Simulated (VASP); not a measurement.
# KTaO3 (P4/mmm) in VASP: notebook

The runs below take KTaO3 through single point, with PBE.

Program: VASP 6.6.1. These are calculated values, not measurements. Logs are shortened: lines on timing, memory, paths and dates and some standing lists are left out, and cuts for length are marked.

### Step 1. The cell of the first run

The structure is tetragonal, space group P4/mmm (No. 123). The conventional cell has a = 4.188 Å, b = 4.188 Å, c = 3.789 Å, α = 90.00°, β = 90.00°, γ = 90.00°. Within 3.8 Å of K (site symmetry 4/mmm) lie 12 O at 2.82 to 2.96 Å and 8 Ta at 3.52 Å and 2 K at 3.79 Å. Ta (site symmetry 4/mmm) has 6 O at 1.89 to 2.09 Å within 2.5 Å. Within 3.0 Å of O (site symmetry mmm) lie 2 Ta at 2.09 Å and 4 K at 2.82 Å and 8 O at 2.82 to 2.96 Å. Within 2.5 Å of O (site symmetry 4/mmm) lie 2 Ta at 1.89 Å.

### Step 2. Single point, PBE (strain +0.050 along x and y, -0.050 along z)

File INCAR:

```
  ALGO = Normal
  EDIFF = 1E-7
  ENCUT = 520
  GGA = PE
  ISIF = 2
  ISMEAR = 0
  LASPH = True
  LCHARG = False
  LREAL = False
  LWAVE = False
  NBANDS = 27
  NELM = 80
  PREC = Accurate
  SIGMA = 0.05
```

File KPOINTS:

```
k-points
0
Gamma
  8 8 8
```

File POSCAR:

```
KTaO3
1.0
    4.1877150000      0.0000000000      0.0000000000
    0.0000000000      4.1877150000      0.0000000000
    0.0000000000      0.0000000000      3.7888850000
K Ta O
1 1 3
Direct
    0.5000000000      0.5000000000      0.5000000000
    0.0000000000      0.0000000000      0.0000000000
    0.5000000000      0.0000000000      0.0000000000
    0.0000000000      0.5000000000      0.0000000000
    0.0000000000      0.0000000000      0.5000000000
```

Potentials or basis: VASP PAW PBE potentials, release 64 (K_sv, Ta_pv, O).

Command:

```console
$ cat potpaw_PBE.64/K_sv/POTCAR potpaw_PBE.64/Ta_pv/POTCAR potpaw_PBE.64/O/POTCAR > POTCAR
$ mpirun -np 1 vasp_std > vasp.out
```

OUTCAR:

```text
EDIFF = 1E-7
   ENCUT = 520
   GGA = PE
   ISIF = 2
   ISMEAR = 0
   LASPH = True
   LREAL = False
   NELM = 80
   PREC = Accurate

 ion  position               nearest neighbor table
   1  0.500  0.500  0.500-   3 2.82   4 2.82   3 2.82   4 2.82   3 2.82   3 2.82   4 2.82   4 2.82
                             2 3.52   2 3.52   2 3.52   2 3.52   2 3.52   2 3.52   2 3.52   2 3.52
   2  0.000  0.000  0.000-   5 1.89   5 1.89   3 2.09   4 2.09   4 2.09   3 2.09   1 3.52   1 3.52
                             1 3.52   1 3.52   1 3.52   1 3.52   1 3.52   1 3.52
   3  0.500  0.000  0.000-   2 2.09   2 2.09   1 2.82   1 2.82   1 2.82   1 2.82
   4  0.000  0.500  0.000-   2 2.09   2 2.09   1 2.82   1 2.82   1 2.82   1 2.82
   5  0.000  0.000  0.500-   2 1.89   2 1.89

  LATTYP: Found a simple tetragonal cell.
 ALAT       =     4.1877150000
 C/A-ratio  =     0.9047619048

  Lattice vectors:

 A1 = (   4.1877150000,   0.0000000000,   0.0000000000)
 A2 = (   0.0000000000,   4.1877150000,   0.0000000000)
 A3 = (   0.0000000000,   0.0000000000,   3.7888850000)

Analysis of symmetry for initial positions (statically):
=====================================================================
 Subroutine PRICEL returns:
 Original cell was already a primitive cell.

 Routine SETGRP: Setting up the symmetry group for a
 simple tetragonal supercell.

 Subroutine GETGRP returns: Found 16 space group operations
 (whereof 16 operations were pure point group operations)
 out of a pool of 16 trial point group operations.

The static configuration has the point symmetry D_4h.

Analysis of symmetry for dynamics (positions and initial velocities):
=====================================================================
 Subroutine PRICEL returns:
 Original cell was already a primitive cell.

 Routine SETGRP: Setting up the symmetry group for a
 simple tetragonal supercell.

 Subroutine GETGRP returns: Found 16 space group operations
 (whereof 16 operations were pure point group operations)
 out of a pool of 16 trial point group operations.

The dynamic configuration has the point symmetry D_4h.

 Subroutine INISYM returns: Found 16 space group operations
 (whereof 16 operations are pure point group operations),
 and found     1 'primitive' translations

----------------------------------------------------------------------------------------

                                     Primitive cell

  volume of cell :      66.4455
[... 96 lines left out ...]
   LREAL  =      F    real-space projection
   EDIFFG = 0.1E-05   stopping-criterion for IOM
   NSW    =      0    number of steps for IOM
   IBRION =     -1    ionic relax: 0-MD 1-quasi-New 2-CG
   NFREE  =      0    steps in history (QN), initial steepest desc. (CG)
   ISIF   =      2    stress and relaxation
   ISYM   =      2    0-nonsym 1-usesym 2-fastsym
   POTIM  = 0.5000    time-step for ionic-motion
   TEBEG  =    0.0;   TEEND  =   0.0 temperature during run
   PSTRESS=    0.0 pullay stress
   NELECT =      38.0000    total number of electrons
   NUPDOWN=      -1.0000    fix difference up-down
   EMIN   =  10.00;   EMAX   =-10.00  energy-range for DOS
   EFERMI =   0.00;   METHOD = LEGACY
   ISMEAR =     0;   SIGMA  =   0.05  broadening in eV -4-tet -1-fermi 0-gaus
   EFERMI_NEDOS =   21; number of points for ismear=-14 and -15
   IALGO  =     38    algorithm
   IMIX   =      4    mixing-type and parameters
     AMIX     =   0.40;   BMIX     =  1.00
     AMIX_MAG =   1.60;   BMIX_MAG =  1.00
  volume/ion in A,a.u.               =      13.29        89.68
  Fermi-wavevector in a.u.,A,eV,Ry     =   1.358879  2.567909 25.123870  1.846552
  Thomas-Fermi vector in A             =   2.485675
   LORBIT       =      0    0 simple, 1 ext, 2 COOP (PROOUT), +10 PAW based schemes
   GGA     = PE    functional components
   LHFCALC =     F    Hartree Fock is set to
   AEXX    =    0.0000 exact exchange contribution
   IVDW    =     0    specifies the selected vdW correction
   LEPSILON=     F    determine dielectric tensor
   LRPA    =     F    only Hartree local field effects (RPA)
 non-spin polarized calculation
 Gauss-broadening in eV      SIGMA  =   0.05
  energy-cutoff  :      520.00
  volume of cell :       66.45
 maximum number of plane-waves:      1824
 NGX is ok and might be reduce to    32
   NGX = 15   NGY = 15   NGZ = 15

 number of electron      37.9999995 magnetization

 Free energy of the ion-electron system (eV)
  ---------------------------------------------------
  ext. energy  EPLUGINS =         0.00000000
  ---------------------------------------------------
  free energy    TOTEN  =       -40.56629797 eV

  energy without entropy =      -40.56629797  energy(sigma->0) =      -40.56629797

 E-fermi :   1.9010     XC(G=0): -10.6316

 val. band max:        1.5793075971   @ k =   0.5000   0.5000   0.5000
 cond. band min:       3.4548473850   @ k =   0.0000   0.0000   0.0000
 fundamental gap:      1.8755397879
 Fermi energy:         1.9009802695

 k-point     1 :       0.0000    0.0000    0.0000
  band No.  band energies     occupation
      1     -32.9724      2.00000
      2     -32.8022      2.00000
      3     -32.8022      2.00000
      4     -25.8445      2.00000
      5     -16.5987      2.00000
      6     -15.1002      2.00000
[... 709 lines left out ...]
     26      11.1198      0.00000
     27      11.6655      0.00000

 [... further k-points ...]

------------------------ aborting loop because EDIFF is reached ----------------------------------------

  FORCE on cell =-STRESS in cart. coord.  units (eV):
  Direction    XX          YY          ZZ          XY          YZ          ZX
  --------------------------------------------------------------------------------------
  -------------------------------------------------------------------------------------
  Total       -4.9483207     -4.9483207     10.7528317      0.0000000      0.0000000      0.0000000
  in kB     -119.3171204   -119.3171204    259.2792551      0.0000000      0.0000000      0.0000000
  external PRESSURE =       6.8816714 kB  Pullay stress =       0.0000000 kB

 VOLUME and BASIS-vectors are now :
 -----------------------------------------------------------------------------
  energy-cutoff  :      520.00
  volume of cell :       66.45
      direct lattice vectors                 reciprocal lattice vectors
     4.187715000  0.000000000  0.000000000     0.238793710  0.000000000  0.000000000
     0.000000000  4.187715000  0.000000000     0.000000000  0.238793710  0.000000000
     0.000000000  0.000000000  3.788885000     0.000000000  0.000000000  0.263929890

 POSITION                                       TOTAL-FORCE (eV/Angst)
 -----------------------------------------------------------------------------------
      2.09386      2.09386      1.89444         0.000000      0.000000      0.000000
      0.00000      0.00000      0.00000         0.000000      0.000000      0.000000
      2.09386      0.00000      0.00000         0.000000      0.000000      0.000000
      0.00000      2.09386      0.00000         0.000000      0.000000      0.000000
      0.00000      0.00000      1.89444         0.000000      0.000000      0.000000
 -----------------------------------------------------------------------------------
    total drift:                                0.000000      0.000000     -0.000000

  FREE ENERGIE OF THE ION-ELECTRON SYSTEM (eV)
  ---------------------------------------------------
  free  energy   TOTEN  =       -40.5662979747 eV

  energy  without entropy=      -40.5662979747  energy(sigma->0) =      -40.56629797
```

Wall time 2.5 min (1 thread of Intel Xeon 8259CL, shared host); peak memory 0.27 GiB.

What came out:

* Free energy: -40.5663 eV
* Pressure: 0.7 GPa
* Band gap on the k mesh: 1.88 eV (least direct gap 2.46 eV)

Caveat: the cell differs from its parent crystal (strain +0.050 along x and y, -0.050 along z); spin-orbit coupling is left out, which moves the levels of the heavy elements. A k mesh can miss the band edges.

### Step 3. Single point, PBE (strain +0.050 along x and y, -0.025 along z)

File INCAR:

```
PREC = Accurate
ENCUT = 520
EDIFF = 1E-6
ISMEAR = 0
SIGMA = 0.05
LREAL = F
LASPH = T
NELM = 80
ALGO = Normal
ISIF = 2
LWAVE = F
LCHARG = T
GGA = PE
LELF = T
LVHAR = T
NBANDS = 27
```

File KPOINTS:

```
regular mesh
0
Gamma
  8 8 8
```

POSCAR, as its differences from that of step 2:

```diff
@@ -4,3 +4,3 @@
     0.0000000000      4.1877150000      0.0000000000
-    0.0000000000      0.0000000000      3.7888850000
+    0.0000000000      0.0000000000      3.8885925000
 K Ta O
```

Potentials or basis: VASP PAW PBE potentials, release 64 (K_sv, Ta_pv, O).

Command:

```console
$ cat potpaw_PBE.64/K_sv/POTCAR potpaw_PBE.64/Ta_pv/POTCAR potpaw_PBE.64/O/POTCAR > POTCAR
$ mpirun -np 1 vasp_std > vasp.out
```

Wall time 2.2 min (1 thread of Intel Xeon 8259CL, shared host); peak memory 0.27 GiB.

The run converged. Its results:

- Free energy: -40.7641 eV
- Pressure: -5.4 GPa
- Band gap on the k mesh: 1.87 eV (least direct gap 2.49 eV)

Stress tensor (GPa, compression positive):
```
-13.39   0.00   0.00
  0.00 -13.39   0.00
  0.00   0.00  10.60
```

Levels at points of the mesh, in eV from the valence-band top:
| k point | band 16 | band 17 | band 18 | band 19 | band 20 | band 21 | band 22 | band 23 |
| --- | --- | --- | --- | --- | --- | --- | --- | --- |
| (0.00, 0.00, 0.00) | -0.74 | -0.64 | -0.64 | -0.62 | 1.87 | 1.97 | 1.97 | 5.36 |
| (0.50, 0.00, 0.00) | -2.02 | -1.38 | -1.04 | -0.80 | 2.07 | 4.19 | 4.20 | 5.76 |
| (0.50, 0.50, 0.00) | -1.94 | -1.94 | -1.90 | -0.06 | 4.22 | 4.22 | 5.26 | 7.88 |
| (0.00, 0.00, 0.50) | -1.85 | -1.29 | -0.80 | -0.80 | 2.06 | 5.10 | 5.10 | 5.41 |
| (0.50, 0.00, 0.50) | -1.77 | -1.21 | -1.16 | -0.16 | 4.25 | 5.11 | 5.98 | 6.13 |
| (0.50, 0.50, 0.50) | -3.26 | -0.10 | -0.10 | 0.00 | 5.38 | 6.06 | 6.06 | 8.37 |

Caveat: the cell differs from its parent crystal (strain +0.050 along x and y, -0.025 along z); the cell stands under tension; spin-orbit coupling is left out, which moves the levels of the heavy elements. A k mesh can miss the band edges.
